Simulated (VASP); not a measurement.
# AgI (F-43m) in VASP: a series of runs

Runs on AgI. Level: PBEsol. Tasks: single point.

Everything below comes from runs of VASP 6.6.1. Logs are shortened: lines on timing, memory, paths and dates and some standing lists are left out, and cuts for length are marked.

## 1. The cell of the first run

The structure is cubic, space group F-43m (No. 216). The conventional cell has a = 6.156 Å, b = 6.156 Å, c = 6.156 Å, α = 90.00°, β = 90.00°, γ = 90.00°. Ag (site symmetry -43m) has 4 I at 2.67 Å within 3.5 Å. Within 3.5 Å of I (site symmetry -43m) lie 4 Ag at 2.67 Å.

## 2. Single point, PBEsol

File INCAR:

```
SYSTEM = AgI
ALGO = Normal
EDIFF = 1E-6
ENCUT = 500
GGA = PS
GGA_COMPAT = .FALSE.
ISIF = 2
ISMEAR = 0
LASPH = .TRUE.
LCHARG = .FALSE.
LREAL = .FALSE.
LWAVE = .FALSE.
NBANDS = 16
NELM = 120
PREC = Accurate
SIGMA = 0.01
```

File KPOINTS:

```
k-points
0
G
  8 8 8
  0 0 0
```

File POSCAR:

```
AgI
1.0
    0.0000000000      3.0780188622      3.0780188622
    3.0780188622      0.0000000000      3.0780188622
    3.0780188622      3.0780188622      0.0000000000
Ag I
1 1
Direct
    0.0000000000      0.0000000000      0.0000000000
    0.7500000000      0.7500000000      0.7500000000
```

Potentials or basis: VASP PAW PBE potentials, release 64 (Ag, I).

Run with:

```
> cat potpaw_PBE.64/Ag/POTCAR potpaw_PBE.64/I/POTCAR > POTCAR
> mpirun -np 1 vasp_std > vasp.out
```

OUTCAR:

```text
SYSTEM = AgI
   EDIFF = 1E-6
   ENCUT = 500
   GGA = PS
   ISIF = 2
   ISMEAR = 0
   LASPH = .TRUE.
   LREAL = .FALSE.
   NELM = 120
   PREC = Accurate

 ion  position               nearest neighbor table
   1  0.000  0.000  0.000-   2 2.67   2 2.67   2 2.67   2 2.67
   2  0.750  0.750  0.750-   1 2.67   1 2.67   1 2.67   1 2.67

  LATTYP: Found a face centered cubic cell.
 ALAT       =     6.1560377244

  Lattice vectors:

 A1 = (   0.0000000000,   3.0780188622,   3.0780188622)
 A2 = (   3.0780188622,   0.0000000000,   3.0780188622)
 A3 = (   3.0780188622,   3.0780188622,   0.0000000000)

Analysis of symmetry for initial positions (statically):
=====================================================================
 Subroutine PRICEL returns:
 Original cell was already a primitive cell.

 Routine SETGRP: Setting up the symmetry group for a
 face centered cubic supercell.

 Subroutine GETGRP returns: Found 24 space group operations
 (whereof 24 operations were pure point group operations)
 out of a pool of 48 trial point group operations.

The static configuration has the point symmetry T_d .

Analysis of symmetry for dynamics (positions and initial velocities):
=====================================================================
 Subroutine PRICEL returns:
 Original cell was already a primitive cell.

 Routine SETGRP: Setting up the symmetry group for a
 face centered cubic supercell.

 Subroutine GETGRP returns: Found 24 space group operations
 (whereof 24 operations were pure point group operations)
 out of a pool of 48 trial point group operations.

The dynamic configuration has the point symmetry T_d .

 Subroutine INISYM returns: Found 24 space group operations
 (whereof 24 operations are pure point group operations),
 and found     1 'primitive' translations

----------------------------------------------------------------------------------------

                                     Primitive cell

  volume of cell :      58.3235

  direct lattice vectors                    reciprocal lattice vectors
     0.000000000  3.078018862  3.078018862    -0.162442149  0.162442149  0.162442149
     3.078018862  0.000000000  3.078018862     0.162442149 -0.162442149  0.162442149
     3.078018862  3.078018862  0.000000000     0.162442149  0.162442149 -0.162442149
[... 74 lines left out ...]
 SYSTEM =  AgI
   PREC   = accura    normal or accurate (medium, high low for compatibility)
   ISTART =      0    job   : 0-new  1-cont  2-samecut
   ICHARG =      2    charge: 1-file 2-atom 10-const
   ISPIN  =      1    spin polarized calculation?
   LNONCOLLINEAR =      F non collinear calculations
   LSORBIT =      F    spin-orbit coupling
   LASPH  =      T    aspherical Exc in radial PAW
   ENCUT  =  500.0 eV  36.75 Ry    6.06 a.u.   7.94  7.94  7.94*2*pi/ulx,y,z
   NELM   =    120;   NELMIN=  2; NELMDL= -5     # of ELM steps
   EDIFF  = 0.1E-05   stopping-criterion for ELM
   LREAL  =      F    real-space projection
   EDIFFG = 0.1E-04   stopping-criterion for IOM
   NSW    =      0    number of steps for IOM
   IBRION =     -1    ionic relax: 0-MD 1-quasi-New 2-CG
   NFREE  =      0    steps in history (QN), initial steepest desc. (CG)
   ISIF   =      2    stress and relaxation
   ISYM   =      2    0-nonsym 1-usesym 2-fastsym
   POTIM  = 0.5000    time-step for ionic-motion
   TEBEG  =    0.0;   TEEND  =   0.0 temperature during run
   PSTRESS=    0.0 pullay stress
   NELECT =      18.0000    total number of electrons
   NUPDOWN=      -1.0000    fix difference up-down
   EMIN   =  10.00;   EMAX   =-10.00  energy-range for DOS
   EFERMI =   0.00;   METHOD = LEGACY
   ISMEAR =     0;   SIGMA  =   0.01  broadening in eV -4-tet -1-fermi 0-gaus
   EFERMI_NEDOS =   21; number of points for ismear=-14 and -15
   IALGO  =     38    algorithm
   IMIX   =      4    mixing-type and parameters
     AMIX     =   0.40;   BMIX     =  1.00
     AMIX_MAG =   1.60;   BMIX_MAG =  1.00
  volume/ion in A,a.u.               =      29.16       196.79
  Fermi-wavevector in a.u.,A,eV,Ry     =   1.106329  2.090659 16.653046  1.223964
  Thomas-Fermi vector in A             =   2.242829
   LORBIT       =      0    0 simple, 1 ext, 2 COOP (PROOUT), +10 PAW based schemes
   GGA     = PS    functional components
   LHFCALC =     F    Hartree Fock is set to
   AEXX    =    0.0000 exact exchange contribution
   IVDW    =     0    specifies the selected vdW correction
   LEPSILON=     F    determine dielectric tensor
   LRPA    =     F    only Hartree local field effects (RPA)
 non-spin polarized calculation
 Gauss-broadening in eV      SIGMA  =   0.01
  energy-cutoff  :      500.00
  volume of cell :       58.32
 maximum number of plane-waves:      1494
   NGX = 15   NGY = 15   NGZ = 15

 number of electron      18.0000006 magnetization

 Free energy of the ion-electron system (eV)
  ---------------------------------------------------
  ext. energy  EPLUGINS =         0.00000000
  ---------------------------------------------------
  free energy    TOTEN  =        -5.29173701 eV

  energy without entropy =       -5.29173701  energy(sigma->0) =       -5.29173701

 E-fermi :   5.0449     XC(G=0):  -9.4052

 val. band max:        4.9750012515   @ k =   0.0000   0.0000   0.0000
 cond. band min:       6.1774727997   @ k =   0.0000   0.0000   0.0000
 fundamental gap:      1.2024715482
 Fermi energy:         5.0449498849

 k-point     1 :       0.0000    0.0000    0.0000
  band No.  band energies     occupation
      1      -8.8850      2.00000
      2      -0.3612      2.00000
      3      -0.3612      2.00000
      4      -0.3612      2.00000
      5       1.0568      2.00000
      6       1.0568      2.00000
[... 433 lines left out ...]
      3      -0.1643      2.00000
      4       0.0630      2.00000
      5       1.0008      2.00000
      6       1.1118      2.00000
[... 8 lines left out ...]
     15      15.6300      0.00000
     16      16.5141      0.00000

 [... further k-points ...]
[... 5 lines left out ...]
  --------------------------------------------------------------------------------------
  -------------------------------------------------------------------------------------
  Total        2.5239384      2.5239384      2.5239384      0.0000000      0.0000000      0.0000000
  in kB       69.3338812     69.3338812     69.3338812      0.0000000      0.0000000      0.0000000
  external PRESSURE =      69.3338812 kB  Pullay stress =       0.0000000 kB

 VOLUME and BASIS-vectors are now :
 -----------------------------------------------------------------------------
  energy-cutoff  :      500.00
  volume of cell :       58.32
      direct lattice vectors                 reciprocal lattice vectors
     0.000000000  3.078018862  3.078018862    -0.162442149  0.162442149  0.162442149
     3.078018862  0.000000000  3.078018862     0.162442149 -0.162442149  0.162442149
     3.078018862  3.078018862  0.000000000     0.162442149  0.162442149 -0.162442149

 POSITION                                       TOTAL-FORCE (eV/Angst)
 -----------------------------------------------------------------------------------
      0.00000      0.00000      0.00000        -0.000000     -0.000000     -0.000000
      4.61703      4.61703      4.61703         0.000000      0.000000      0.000000
 -----------------------------------------------------------------------------------
    total drift:                               -0.000000     -0.000000     -0.000000

  FREE ENERGIE OF THE ION-ELECTRON SYSTEM (eV)
  ---------------------------------------------------
  free  energy   TOTEN  =        -5.2917370094 eV

  energy  without entropy=       -5.2917370094  energy(sigma->0) =       -5.29173701
```

OSZICAR:

```text
N       E                     dE             d eps       ncg     rms          rms(c)
DAV:   1     0.870308408109E+02    0.87031E+02   -0.77903E+03   960   0.933E+02
DAV:   2    -0.248504821532E+01   -0.89516E+02   -0.84395E+02  1168   0.196E+02
DAV:   3    -0.542653464206E+01   -0.29415E+01   -0.29370E+01  1152   0.364E+01
DAV:   4    -0.546892780705E+01   -0.42393E-01   -0.42392E-01  1424   0.416E+00
DAV:   5    -0.546918702930E+01   -0.25922E-03   -0.25922E-03  1208   0.241E-01    0.783E+00
DAV:   6    -0.529990124453E+01    0.16929E+00   -0.51930E-01  1016   0.990E+00    0.568E+00
DAV:   7    -0.529407799082E+01    0.58233E-02   -0.51457E-02  1016   0.146E+00    0.247E+00
DAV:   8    -0.529167064208E+01    0.24073E-02   -0.19287E-03  1192   0.313E-01    0.269E-01
DAV:   9    -0.529169446018E+01   -0.23818E-04   -0.28341E-04  1080   0.205E-01    0.494E-02
DAV:  10    -0.529171950381E+01   -0.25044E-04   -0.17875E-05  1184   0.353E-02    0.220E-02
DAV:  11    -0.529173712377E+01   -0.17620E-04   -0.18312E-05  1064   0.281E-02    0.970E-03
DAV:  12    -0.529173700944E+01    0.11433E-06   -0.10554E-06   864   0.117E-02
   1 F= -.52917370E+01 E0= -.52917370E+01  d E =-.186219E-25
```

It took 11 s on 1 thread of AMD EPYC 9R45 (Zen 5), shared host; peak memory 0.15 GiB.

Results:

```yaml
Free_energy: -5.2917 eV
Pressure: 6.9 GPa
Band_gap_on_the_k_mesh: 1.20 eV, direct
```

Caveat: the PAW data sets were made with another functional, which shifts forces and pressure a little; spin-orbit coupling is left out, which moves the levels of the heavy elements. PBEsol gaps usually lie below the measured ones, often by a third to a half.

## 3. Single point, PBEsol

This run uses another cell than the first one, of 30.63 Å³/atom, 1.050 times its volume.

File INCAR:

```
PREC = Accurate
ENCUT = 500
EDIFF = 1E-6
ISMEAR = 0
SIGMA = 0.01
LREAL = False
LASPH = True
NELM = 120
ALGO = Normal
ISIF = 2
LWAVE = False
LCHARG = True
GGA = PS
LELF = True
LVHAR = True
NBANDS = 16
GGA_COMPAT = False
```

File KPOINTS:

```
Automatic mesh
0
Gamma
  8 8 8
```

File POSCAR:

```
AgI
1.0
    0.0000000000      3.1289066515      3.1289066515
    3.1289066515      0.0000000000      3.1289066515
    3.1289066515      3.1289066515      0.0000000000
Ag I
1 1
Direct
    0.0000000000      0.0000000000      0.0000000000
    0.7500000000      0.7500000000      0.7500000000
```

Potentials or basis: VASP PAW PBE potentials, release 64 (Ag, I).

Run with:

```
> cat potpaw_PBE.64/Ag/POTCAR potpaw_PBE.64/I/POTCAR > POTCAR
> mpirun -np 1 vasp_std > vasp.out
```

Wall time 12 s (1 thread of AMD EPYC 9R45 (Zen 5), shared host); peak memory 0.16 GiB.

Results (log left out):

- Free energy: -5.3903 eV
- Pressure: 3.9 GPa
- Band gap on the k mesh: 1.20 eV, direct

Levels at points of the mesh, in eV from the valence-band top:
| k point | band 7 | band 8 | band 9 | band 10 | band 11 | band 12 |
| --- | --- | --- | --- | --- | --- | --- |
| (0.00, 0.00, 0.00) | 0.00 | 0.00 | 0.00 | 1.20 | 5.45 | 5.45 |
| (0.50, 0.00, 0.00) | -3.44 | -0.90 | -0.90 | 2.57 | 5.99 | 5.99 |
| (0.50, 0.50, 0.00) | -3.09 | -2.21 | -2.21 | 3.16 | 3.67 | 8.78 |

Caveat: the PAW data sets were made with another functional, which shifts forces and pressure a little; spin-orbit coupling is left out, which moves the levels of the heavy elements. A hybrid or GW would open this gap; PBEsol tends to underestimate it.

## 4. Single point, PBEsol

This run uses another cell than the first one, of 31.88 Å³/atom, 1.093 times its volume.

File INCAR:

```
SYSTEM = AgI
  PREC = Accurate
  ENCUT = 500
  EDIFF = 1E-6
  ISMEAR = 0
  SIGMA = 0.01
  LREAL = .FALSE.
  LASPH = .TRUE.
  NELM = 120
  ALGO = Normal
  ISIF = 2
  LWAVE = .FALSE.
  LCHARG = .FALSE.
  GGA = PS
  NBANDS = 16
  GGA_COMPAT = .FALSE.
```

File KPOINTS:

```
regular mesh
0
G
  8 8 8
  0 0 0
```

File POSCAR:

```
AgI
1.0
    0.0000000000      3.1708121937      3.1708121937
    3.1708121937      0.0000000000      3.1708121937
    3.1708121937      3.1708121937      0.0000000000
Ag I
1 1
Direct
    0.0000000000      0.0000000000      0.0000000000
    0.7500000000      0.7500000000      0.7500000000
```

Potentials or basis: VASP PAW PBE potentials, release 64 (Ag, I).

Run with:

```
> cat potpaw_PBE.64/Ag/POTCAR potpaw_PBE.64/I/POTCAR > POTCAR
> mpirun -np 1 vasp_std > vasp.out
```

OUTCAR:

```text
SYSTEM = AgI
   PREC = Accurate
   ENCUT = 500
   EDIFF = 1E-6
   ISMEAR = 0
   LREAL = .FALSE.
   LASPH = .TRUE.
   NELM = 120
   ISIF = 2
   GGA = PS

 ion  position               nearest neighbor table
   1  0.000  0.000  0.000-   2 2.75   2 2.75   2 2.75   2 2.75
   2  0.750  0.750  0.750-   1 2.75   1 2.75   1 2.75   1 2.75

  LATTYP: Found a face centered cubic cell.
 ALAT       =     6.3416243874

  Lattice vectors:

 A1 = (   0.0000000000,   3.1708121937,   3.1708121937)
 A2 = (   3.1708121937,   0.0000000000,   3.1708121937)
 A3 = (   3.1708121937,   3.1708121937,   0.0000000000)
[... 625 lines left out ...]
      4      -0.4819      2.00000
      5       0.3692      2.00000
      6       0.4620      2.00000
[... 8 lines left out ...]
     15      14.4602      0.00000
     16      15.2141      0.00000

 [... further k-points ...]
[... 5 lines left out ...]
  --------------------------------------------------------------------------------------
  -------------------------------------------------------------------------------------
  Total        0.7800563      0.7800563      0.7800563     -0.0000000     -0.0000000      0.0000000
  in kB       19.6017550     19.6017550     19.6017550     -0.0000000     -0.0000000      0.0000000
  external PRESSURE =      19.6017550 kB  Pullay stress =       0.0000000 kB

 VOLUME and BASIS-vectors are now :
 -----------------------------------------------------------------------------
  energy-cutoff  :      500.00
  volume of cell :       63.76
      direct lattice vectors                 reciprocal lattice vectors
     0.000000000  3.170812194  3.170812194    -0.157688305  0.157688305  0.157688305
     3.170812194  0.000000000  3.170812194     0.157688305 -0.157688305  0.157688305
     3.170812194  3.170812194  0.000000000     0.157688305  0.157688305 -0.157688305

 POSITION                                       TOTAL-FORCE (eV/Angst)
 -----------------------------------------------------------------------------------
      0.00000      0.00000      0.00000         0.000000      0.000000      0.000000
      4.75622      4.75622      4.75622        -0.000000     -0.000000     -0.000000
 -----------------------------------------------------------------------------------
    total drift:                                0.000000      0.000000      0.000000

  FREE ENERGIE OF THE ION-ELECTRON SYSTEM (eV)
  ---------------------------------------------------
  free  energy   TOTEN  =        -5.4356957024 eV

  energy  without entropy=       -5.4356957024  energy(sigma->0) =       -5.43569570
```

OSZICAR:

```text
N       E                     dE             d eps       ncg     rms          rms(c)
DAV:   1     0.903764610387E+02    0.90376E+02   -0.76405E+03   944   0.925E+02
DAV:   2    -0.226446057380E+01   -0.92641E+02   -0.87030E+02  1144   0.194E+02
DAV:   3    -0.553069942834E+01   -0.32662E+01   -0.32602E+01  1160   0.382E+01
DAV:   4    -0.557886792371E+01   -0.48168E-01   -0.48167E-01  1400   0.432E+00
DAV:   5    -0.557920097379E+01   -0.33305E-03   -0.33305E-03  1264   0.272E-01    0.630E+00
DAV:   6    -0.544027994893E+01    0.13892E+00   -0.43332E-01  1000   0.892E+00    0.466E+00
DAV:   7    -0.543718870616E+01    0.30912E-02   -0.45322E-02  1072   0.132E+00    0.210E+00
DAV:   8    -0.543559365020E+01    0.15951E-02   -0.19535E-03  1184   0.352E-01    0.261E-01
DAV:   9    -0.543564315087E+01   -0.49501E-04   -0.30577E-04  1128   0.213E-01    0.406E-02
DAV:  10    -0.543567113368E+01   -0.27983E-04   -0.21348E-05  1176   0.345E-02    0.194E-02
DAV:  11    -0.543569572359E+01   -0.24590E-04   -0.26440E-05  1080   0.316E-02    0.647E-03
DAV:  12    -0.543569570242E+01    0.21172E-07   -0.61204E-07   920   0.848E-03
   1 F= -.54356957E+01 E0= -.54356957E+01  d E =-.213791E-42
```

Wall time 16 s (1 thread of AMD EPYC 9R45 (Zen 5), shared host); peak memory 0.18 GiB.

Results:

* Free energy: -5.4357 eV
* Pressure: 2.0 GPa
* Band gap on the k mesh: 1.20 eV, direct

Caveat: the PAW data sets were made with another functional, which shifts forces and pressure a little; spin-orbit coupling is left out, which moves the levels of the heavy elements. PBEsol gaps usually lie below the measured ones, often by a third to a half.

## 5. Single point, PBEsol

This run uses another cell than the first one, of 32.66 Å³/atom, 1.120 times its volume.

File INCAR:

```
ALGO     = Normal         # electronic algorithm
EDIFF    = 1E-6           # SCF threshold, eV
ENCUT    = 500            # plane-wave cutoff, eV
GGA      = PS             # functional
GGA_COMPAT= False        
ISIF     = 2              # what is computed and relaxed
ISMEAR   = 0              # smearing method
LASPH    = True           # aspherical terms in the spheres
LCHARG   = False          # write CHGCAR
LREAL    = False          # projectors in reciprocal space
LWAVE    = False          # write WAVECAR
NBANDS   = 16             # bands
NELM     = 120            # most SCF steps
PREC     = Accurate       # precision mode
SIGMA    = 0.01           # smearing width, eV
```

File KPOINTS:

```
k-points
0
Gamma
  8 8 8
```

File POSCAR:

```
AgI
1.0
    0.0000000000      3.1964875101      3.1964875101
    3.1964875101      0.0000000000      3.1964875101
    3.1964875101      3.1964875101      0.0000000000
Ag I
1 1
Direct
    0.0000000000      0.0000000000      0.0000000000
    0.7500000000      0.7500000000      0.7500000000
```

Run with:

```
> cat potpaw_PBE.64/Ag/POTCAR potpaw_PBE.64/I/POTCAR > POTCAR
> mpirun -np 1 vasp_std > vasp.out
```

Run time: 17 s. Hardware: 1 thread of AMD EPYC 9R45 (Zen 5), shared host; peak memory 0.18 GiB.

The run converged. Its results:

```yaml
Free_energy: -5.4498 eV
Pressure: 0.9 GPa
Band_gap_on_the_k_mesh: 1.20 eV, direct
```

Levels at points of the mesh, in eV from the valence-band top:
```
           k point  band 6  band 7  band 8  band 9  band 10  band 11  band 12  band 13
(0.00, 0.00, 0.00)   -3.30    0.00    0.00    0.00     1.20     5.58     5.58     5.58
(0.50, 0.00, 0.00)   -3.27   -3.14   -0.80   -0.80     2.62     6.09     6.09     7.14
(0.50, 0.50, 0.00)   -3.17   -2.81   -1.97   -1.97     3.35     3.73     8.53     9.72
```

Caveat: the PAW data sets were made with another functional, which shifts forces and pressure a little; spin-orbit coupling is left out, which moves the levels of the heavy elements. PBEsol gaps usually lie below the measured ones, often by a third to a half.

## 6. Summary

```tsv
cell	gap on the mesh (eV)	pressure (GPa)
a = 4.353 Å, angles 60.0°, 2 atoms	1.20	6.9
a = 4.425 Å, angles 60.0°, 2 atoms	1.20	3.9
a = 4.484 Å, angles 60.0°, 2 atoms	1.20	2.0
a = 4.521 Å, angles 60.0°, 2 atoms	1.20	0.9
```

Alike in all rows: task single point; level PBEsol; potentials or basis VASP PAW PBE potentials, release 64 (Ag, I); no spin polarisation; k mesh 8 × 8 × 8; cutoff (eV) 500; smearing gaussian 0.01 eV.

Caveats: the PAW data sets were made with another functional, which shifts forces and pressure a little; spin-orbit coupling is left out, which moves the levels of the heavy elements.

Absolute energies hang on the potentials; compare differences alone.
